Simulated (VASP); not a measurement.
# CsPbBr3 (P4/mmm) in VASP: further runs, part 2 of 2

VASP 6.6.1.

**3. Single point, PBEsol (strain +0.050 along x and y, -0.050 along z)**

File INCAR:

```
SYSTEM = CsPbBr3
PREC = Accurate
ENCUT = 520
EDIFF = 1E-7
ISMEAR = 0
SIGMA = 0.05
LREAL = .False.
LASPH = .True.
NELM = 80
ALGO = Normal
ISIF = 2
LWAVE = .False.
LCHARG = .False.
GGA = PS
NBANDS = 30
```

File KPOINTS:

```
Automatic mesh
0
Gamma
  6 6 6
  0 0 0
```

File POSCAR:

```
CsPbBr3
1.0
    6.1635000000      0.0000000000      0.0000000000
    0.0000000000      6.1635000000      0.0000000000
    0.0000000000      0.0000000000      5.5765000000
Cs Pb Br
1 1 3
Direct
    0.0000000000      0.0000000000      0.0000000000
    0.5000000000      0.5000000000      0.5000000000
    0.0000000000      0.5000000000      0.5000000000
    0.5000000000      0.0000000000      0.5000000000
    0.5000000000      0.5000000000      0.0000000000
```

Potentials or basis: VASP PAW PBE potentials, release 64 (Cs_sv, Pb_d, Br).

Run with:

```sh
cat potpaw_PBE.64/Cs_sv/POTCAR potpaw_PBE.64/Pb_d/POTCAR potpaw_PBE.64/Br/POTCAR > POTCAR
mpirun -np 1 vasp_std > vasp.out
```

OUTCAR:

```text
SYSTEM = CsPbBr3
   PREC = Accurate
   ENCUT = 520
   EDIFF = 1E-7
   ISMEAR = 0
   LREAL = .False.
   LASPH = .True.
   NELM = 80
   ISIF = 2
   GGA = PS

 ion  position               nearest neighbor table
   1  0.000  0.000  0.000-
   2  0.500  0.500  0.500-   5 2.79   5 2.79   3 3.08   4 3.08   4 3.08   3 3.08
   3  0.000  0.500  0.500-   2 3.08   2 3.08
   4  0.500  0.000  0.500-   2 3.08   2 3.08
   5  0.500  0.500  0.000-   2 2.79   2 2.79

  LATTYP: Found a simple tetragonal cell.
 ALAT       =     6.1635000000
 C/A-ratio  =     0.9047619048

  Lattice vectors:

 A1 = (   6.1635000000,   0.0000000000,   0.0000000000)
 A2 = (   0.0000000000,   6.1635000000,   0.0000000000)
 A3 = (   0.0000000000,   0.0000000000,   5.5765000000)

Analysis of symmetry for initial positions (statically):
=====================================================================
 Subroutine PRICEL returns:
 Original cell was already a primitive cell.

 Routine SETGRP: Setting up the symmetry group for a
 simple tetragonal supercell.

 Subroutine GETGRP returns: Found 16 space group operations
 (whereof 16 operations were pure point group operations)
 out of a pool of 16 trial point group operations.

The static configuration has the point symmetry D_4h.

Analysis of symmetry for dynamics (positions and initial velocities):
=====================================================================
 Subroutine PRICEL returns:
 Original cell was already a primitive cell.

 Routine SETGRP: Setting up the symmetry group for a
 simple tetragonal supercell.

 Subroutine GETGRP returns: Found 16 space group operations
 (whereof 16 operations were pure point group operations)
 out of a pool of 16 trial point group operations.

The dynamic configuration has the point symmetry D_4h.

 Subroutine INISYM returns: Found 16 space group operations
 (whereof 16 operations are pure point group operations),
 and found     1 'primitive' translations

----------------------------------------------------------------------------------------

                                     Primitive cell

  volume of cell :     211.8442

  direct lattice vectors                    reciprocal lattice vectors
     6.163500000  0.000000000  0.000000000     0.162245477  0.000000000  0.000000000
     0.000000000  6.163500000  0.000000000     0.000000000  0.162245477  0.000000000
     0.000000000  0.000000000  5.576500000     0.000000000  0.000000000  0.179323949

  length of vectors
     6.163500000  6.163500000  5.576500000     0.162245477  0.162245477  0.179323949

  position of ions in fractional coordinates (direct lattice)
     0.000000000  0.000000000  0.000000000
     0.500000000  0.500000000  0.500000000
     0.000000000  0.500000000  0.500000000
     0.500000000  0.000000000  0.500000000
     0.500000000  0.500000000  0.000000000

  ion indices of the primitive-cell ions
   primitive index   ion index
                 1           1
                 2           2
                 3           3
                 4           4
                 5           5
[... 21 lines left out ...]

 Subroutine IBZKPT returns following result:
 ===========================================

 Found     40 irreducible k-points:

 Following reciprocal coordinates:
            Coordinates               Weight
  0.000000  0.000000  0.000000      1.000000
  0.166667  0.000000  0.000000      4.000000
  0.333333  0.000000  0.000000      4.000000
  0.500000  0.000000  0.000000      2.000000
  0.166667  0.166667  0.000000      4.000000
  0.333333  0.166667  0.000000      8.000000
[... 16 lines left out ...]
  0.333333  0.000000  0.333333      8.000000
  0.500000  0.000000  0.333333      4.000000
 [... further k-points ...]
   k-points           NKPTS =     40   k-points in BZ     NKDIM =     40   number of bands    NBANDS=     30
   number of dos      NEDOS =    301   number of ions     NIONS =      5
   total plane-waves  NPLWV =  96768
   dimension x,y,z NGX =    48 NGY =   48 NGZ =   42
   dimension x,y,z NGXF=    96 NGYF=   96 NGZF=   84
   ions per type =               1   1   3
   NGX,Y,Z   is equivalent  to a cutoff of  12.95, 12.95, 12.52 a.u.
   NGXF,Y,Z  is equivalent  to a cutoff of  25.89, 25.89, 25.04 a.u.
 SYSTEM =  CsPbBr3
   PREC   = accura    normal or accurate (medium, high low for compatibility)
   ISTART =      0    job   : 0-new  1-cont  2-samecut
   ICHARG =      2    charge: 1-file 2-atom 10-const
   ISPIN  =      1    spin polarized calculation?
   LNONCOLLINEAR =      F non collinear calculations
   LSORBIT =      F    spin-orbit coupling
   LASPH  =      T    aspherical Exc in radial PAW
   ENCUT  =  520.0 eV  38.22 Ry    6.18 a.u.  11.46 11.46 10.37*2*pi/ulx,y,z
   NELM   =     80;   NELMIN=  2; NELMDL= -5     # of ELM steps
   EDIFF  = 0.1E-06   stopping-criterion for ELM
   LREAL  =      F    real-space projection
   EDIFFG = 0.1E-05   stopping-criterion for IOM
   NSW    =      0    number of steps for IOM
   IBRION =     -1    ionic relax: 0-MD 1-quasi-New 2-CG
   NFREE  =      0    steps in history (QN), initial steepest desc. (CG)
   ISIF   =      2    stress and relaxation
   ISYM   =      2    0-nonsym 1-usesym 2-fastsym
   POTIM  = 0.5000    time-step for ionic-motion
   TEBEG  =    0.0;   TEEND  =   0.0 temperature during run
   PSTRESS=    0.0 pullay stress
   NELECT =      44.0000    total number of electrons
   NUPDOWN=      -1.0000    fix difference up-down
   EMIN   =  10.00;   EMAX   =-10.00  energy-range for DOS
   EFERMI =   0.00;   METHOD = LEGACY
   ISMEAR =     0;   SIGMA  =   0.05  broadening in eV -4-tet -1-fermi 0-gaus
   EFERMI_NEDOS =   21; number of points for ismear=-14 and -15
   IALGO  =     38    algorithm
   IMIX   =      4    mixing-type and parameters
     AMIX     =   0.40;   BMIX     =  1.00
     AMIX_MAG =   1.60;   BMIX_MAG =  1.00
  volume/ion in A,a.u.               =      42.37       285.92
  Fermi-wavevector in a.u.,A,eV,Ry     =   0.969513  1.832114 12.788866  0.939955
  Thomas-Fermi vector in A             =   2.099572
   LORBIT       =      0    0 simple, 1 ext, 2 COOP (PROOUT), +10 PAW based schemes
   GGA     = PS    functional components
   LHFCALC =     F    Hartree Fock is set to
   AEXX    =    0.0000 exact exchange contribution
   IVDW    =     0    specifies the selected vdW correction
   LEPSILON=     F    determine dielectric tensor
   LRPA    =     F    only Hartree local field effects (RPA)
 non-spin polarized calculation
 Gauss-broadening in eV      SIGMA  =   0.05
  energy-cutoff  :      520.00
  volume of cell :      211.84
 maximum number of plane-waves:      5753
 NGX is ok and might be reduce to    48
   NGX = 23   NGY = 23   NGZ = 21

 number of electron      44.0000001 magnetization

 Free energy of the ion-electron system (eV)
  ---------------------------------------------------
  ext. energy  EPLUGINS =         0.00000000
  ---------------------------------------------------
  free energy    TOTEN  =       -16.59582878 eV

  energy without entropy =      -16.59582878  energy(sigma->0) =      -16.59582878

 E-fermi :   1.1355     XC(G=0):  -7.6125

 val. band max:        0.8422547440   @ k =   0.5000   0.5000   0.5000
 cond. band min:       2.0871979860   @ k =   0.5000   0.5000   0.5000
 fundamental gap:      1.2449432420
 Fermi energy:         1.1354659978

 k-point     1 :       0.0000    0.0000    0.0000
  band No.  band energies     occupation
      1     -20.5710      2.00000
      2     -16.0724      2.00000
      3     -15.9096      2.00000
      4     -15.8351      2.00000
      5     -15.8142      2.00000
      6     -15.8142      2.00000
[... 781 lines left out ...]
     29       6.7065      0.00000
     30       6.7419      0.00000

 [... further k-points ...]

------------------------ aborting loop because EDIFF is reached ----------------------------------------

  FORCE on cell =-STRESS in cart. coord.  units (eV):
  Direction    XX          YY          ZZ          XY          YZ          ZX
  --------------------------------------------------------------------------------------
  -------------------------------------------------------------------------------------
  Total       -2.5070710     -2.5070710      3.4772409      0.0000000      0.0000000      0.0000000
  in kB      -18.9609769    -18.9609769     26.2983717      0.0000000      0.0000000      0.0000000
  external PRESSURE =      -3.8745274 kB  Pullay stress =       0.0000000 kB

 VOLUME and BASIS-vectors are now :
 -----------------------------------------------------------------------------
  energy-cutoff  :      520.00
  volume of cell :      211.84
      direct lattice vectors                 reciprocal lattice vectors
     6.163500000  0.000000000  0.000000000     0.162245477  0.000000000  0.000000000
     0.000000000  6.163500000  0.000000000     0.000000000  0.162245477  0.000000000
     0.000000000  0.000000000  5.576500000     0.000000000  0.000000000  0.179323949

 POSITION                                       TOTAL-FORCE (eV/Angst)
 -----------------------------------------------------------------------------------
      0.00000      0.00000      0.00000         0.000000      0.000000      0.000000
      3.08175      3.08175      2.78825         0.000000      0.000000      0.000000
      0.00000      3.08175      2.78825         0.000000      0.000000      0.000000
      3.08175      0.00000      2.78825         0.000000      0.000000      0.000000
      3.08175      3.08175      0.00000         0.000000      0.000000      0.000000
 -----------------------------------------------------------------------------------
    total drift:                                0.000000     -0.000000     -0.000000

  FREE ENERGIE OF THE ION-ELECTRON SYSTEM (eV)
  ---------------------------------------------------
  free  energy   TOTEN  =       -16.5958287837 eV

  energy  without entropy=      -16.5958287837  energy(sigma->0) =      -16.59582878
```

It took 3.7 min on 1 thread of Intel Xeon Platinum 8259CL at 2.50GHz (Skylake/Cascade Lake), shared host; peak memory 0.45 GiB.

Results:

| Quantity | Value |
| --- | --- |
| Free energy | -16.5958 eV |
| Pressure | -0.4 GPa |
| Band gap on the k mesh | 1.24 eV |

Stress tensor (GPa, compression positive):
```
-1.90  0.00  0.00
 0.00 -1.90  0.00
 0.00  0.00  2.63
```

Levels at points of the mesh, in eV from the valence-band top:
| k point | band 19 | band 20 | band 21 | band 22 | band 23 | band 24 | band 25 | band 26 |
| --- | --- | --- | --- | --- | --- | --- | --- | --- |
| (0.00, 0.00, 0.00) | -1.90 | -1.89 | -1.89 | -1.88 | 2.93 | 4.07 | 4.28 | 4.66 |
| (0.50, 0.00, 0.00) | -2.04 | -2.01 | -1.95 | -1.59 | 2.39 | 4.24 | 4.72 | 4.92 |
| (0.50, 0.50, 0.00) | -2.08 | -2.08 | -1.63 | -1.11 | 2.03 | 2.03 | 5.14 | 5.35 |
| (0.00, 0.00, 0.50) | -2.10 | -1.99 | -1.99 | -0.94 | 2.72 | 4.46 | 4.46 | 4.63 |
| (0.50, 0.00, 0.50) | -2.17 | -2.16 | -1.57 | -0.47 | 1.67 | 2.37 | 4.13 | 5.11 |
| (0.50, 0.50, 0.50) | -1.60 | -1.55 | -1.55 | 0.00 | 1.24 | 1.24 | 1.95 | 4.44 |

Caveat: the cell differs from its parent crystal (strain +0.050 along x and y, -0.050 along z); the PAW data sets were made with another functional, which shifts forces and pressure a little; spin-orbit coupling is left out, which moves the levels of the heavy elements.

**4. Single point, PBEsol (strain -0.050 along x and y, +0.000 along z)**

File INCAR:

```
SYSTEM = CsPbBr3
PREC = Accurate
ENCUT = 520
EDIFF = 1E-6
ISMEAR = 0
SIGMA = 0.05
LREAL = .FALSE.
LASPH = .TRUE.
NELM = 60
ALGO = Normal
ISIF = 2
LWAVE = .FALSE.
LCHARG = .FALSE.
GGA = PS
NBANDS = 30
```

File KPOINTS:

```
regular mesh
0
G
  6 6 6
  0 0 0
```

Edit POSCAR of step 3 so:

```diff
@@ -2,5 +2,5 @@
 1.0
-    6.1635000000      0.0000000000      0.0000000000
-    0.0000000000      6.1635000000      0.0000000000
-    0.0000000000      0.0000000000      5.5765000000
+    5.5765000000      0.0000000000      0.0000000000
+    0.0000000000      5.5765000000      0.0000000000
+    0.0000000000      0.0000000000      5.8700000000
 Cs Pb Br
```

Run with:

```sh
cat potpaw_PBE.64/Cs_sv/POTCAR potpaw_PBE.64/Pb_d/POTCAR potpaw_PBE.64/Br/POTCAR > POTCAR
mpirun -np 1 vasp_std > vasp.out
```

Run time: 82 s. Hardware: 1 thread of Intel Xeon 6975P-C (Granite Rapids), shared host; peak memory 0.4 GiB.

Results (log left out):

* Free energy: -16.5760 eV
* Pressure: 3.0 GPa
* Band gap on the k mesh: 0.62 eV

Stress tensor (GPa, compression positive):
```
4.18 0.00 0.00
0.00 4.18 0.00
0.00 0.00 0.79
```

Levels at points of the mesh, in eV from the valence-band top:
| k point | band 18 | band 19 | band 20 | band 21 | band 22 | band 23 | band 24 | band 25 | band 26 | band 27 |
| --- | --- | --- | --- | --- | --- | --- | --- | --- | --- | --- |
| (0.00, 0.00, 0.00) | -3.01 | -3.01 | -2.86 | -2.86 | -2.84 | 2.24 | 3.10 | 3.24 | 3.90 | 3.90 |
| (0.50, 0.00, 0.00) | -3.23 | -3.22 | -3.02 | -3.01 | -1.72 | 2.25 | 3.88 | 4.41 | 4.51 | 4.56 |
| (0.50, 0.50, 0.00) | -3.24 | -3.24 | -2.98 | -2.39 | -0.67 | 1.59 | 1.59 | 3.96 | 4.51 | 5.04 |
| (0.00, 0.00, 0.50) | -3.10 | -3.10 | -3.01 | -3.01 | -2.17 | 2.06 | 3.69 | 4.16 | 4.33 | 4.65 |
| (0.50, 0.00, 0.50) | -3.32 | -3.24 | -3.03 | -2.49 | -1.04 | 1.38 | 1.78 | 4.46 | 4.83 | 4.86 |
| (0.50, 0.50, 0.50) | -2.97 | -2.46 | -2.46 | -2.38 | 0.00 | 0.62 | 1.03 | 1.03 | 3.71 | 4.39 |

Caveat: the cell differs from its parent crystal (strain -0.050 along x and y, +0.000 along z); the cell stands under pressure; the PAW data sets were made with another functional, which shifts forces and pressure a little; spin-orbit coupling is left out, which moves the levels of the heavy elements. A k mesh can miss the band edges.

**5. Single point, PBEsol (strain -0.050 along x and y, +0.025 along z)**

File INCAR:

```
SYSTEM = CsPbBr3
ALGO = Normal ; EDIFF = 1E-6
ENCUT = 520 ; GGA = PS
ISIF = 2 ; ISMEAR = 0
LASPH = .TRUE. ; LCHARG = .FALSE.
LREAL = .FALSE. ; LWAVE = .FALSE.
NBANDS = 30 ; NELM = 100
PREC = Accurate ; SIGMA = 0.05
```

File KPOINTS:

```
k-points
0
G
  6 6 6
  0 0 0
```

Edit POSCAR of step 4 so:

```diff
@@ -4,3 +4,3 @@
     0.0000000000      5.5765000000      0.0000000000
-    0.0000000000      0.0000000000      5.8700000000
+    0.0000000000      0.0000000000      6.0167500000
 Cs Pb Br
```

Run with:

```sh
cat potpaw_PBE.64/Cs_sv/POTCAR potpaw_PBE.64/Pb_d/POTCAR potpaw_PBE.64/Br/POTCAR > POTCAR
mpirun -np 1 vasp_std > vasp.out
```

Wall time 1.8 min (1 thread of Intel Xeon 6975P-C (Granite Rapids), shared host); peak memory 0.4 GiB.

The run converged. Its results:

```
Free energy            : -16.5796 eV
Pressure               : 2.4 GPa
Band gap on the k mesh : 0.60 eV
```

Stress tensor (GPa, compression positive):
```
 3.90  0.00  0.00
 0.00  3.90  0.00
 0.00  0.00 -0.50
```

Levels at points of the mesh, in eV from the valence-band top:
```tsv
k point	band 18	band 19	band 20	band 21	band 22	band 23	band 24	band 25	band 26	band 27
(0.00, 0.00, 0.00)	-2.85	-2.85	-2.71	-2.71	-2.70	2.33	3.22	3.42	4.03	4.03
(0.50, 0.00, 0.00)	-3.09	-3.05	-2.87	-2.85	-1.60	2.33	3.97	4.30	4.50	4.67
(0.50, 0.50, 0.00)	-3.03	-3.03	-2.85	-2.24	-0.55	1.66	1.66	3.70	4.61	5.16
(0.00, 0.00, 0.50)	-2.90	-2.90	-2.86	-2.86	-2.21	2.06	3.71	4.18	4.39	4.80
(0.50, 0.00, 0.50)	-3.17	-3.05	-2.91	-2.38	-1.05	1.37	1.92	4.54	4.93	4.97
(0.50, 0.50, 0.50)	-2.85	-2.35	-2.35	-2.23	0.00	0.60	1.17	1.17	3.81	4.45
```

Caveat: the cell differs from its parent crystal (strain -0.050 along x and y, +0.025 along z); the PAW data sets were made with another functional, which shifts forces and pressure a little; spin-orbit coupling is left out, which moves the levels of the heavy elements. A k mesh can miss the band edges.

**6. The runs side by side**

| cell | gap on the mesh (eV) | pressure (GPa) |
| --- | --- | --- |
| a = 5.870, b = 5.870, c = 5.577 Å, 5 atoms | 1.02 | 1.4 |
| a = 6.163, b = 6.163, c = 5.577 Å, 5 atoms | 1.24 | -0.4 |
| a = 5.577, b = 5.577, c = 5.870 Å, 5 atoms | 0.62 | 3.0 |
| a = 5.577, b = 5.577, c = 6.017 Å, 5 atoms | 0.60 | 2.4 |

Alike in all rows: task single point; level PBEsol; potentials or basis VASP PAW PBE potentials, release 64 (Cs_sv, Pb_d, Br); no spin polarisation; k mesh 6 × 6 × 6; cutoff (eV) 520; smearing gaussian 0.05 eV.

Caveats: the PAW data sets were made with another functional, which shifts forces and pressure a little; spin-orbit coupling is left out, which moves the levels of the heavy elements; the cell stands under pressure (at least some runs).

Absolute energies hang on the potentials; compare differences alone.
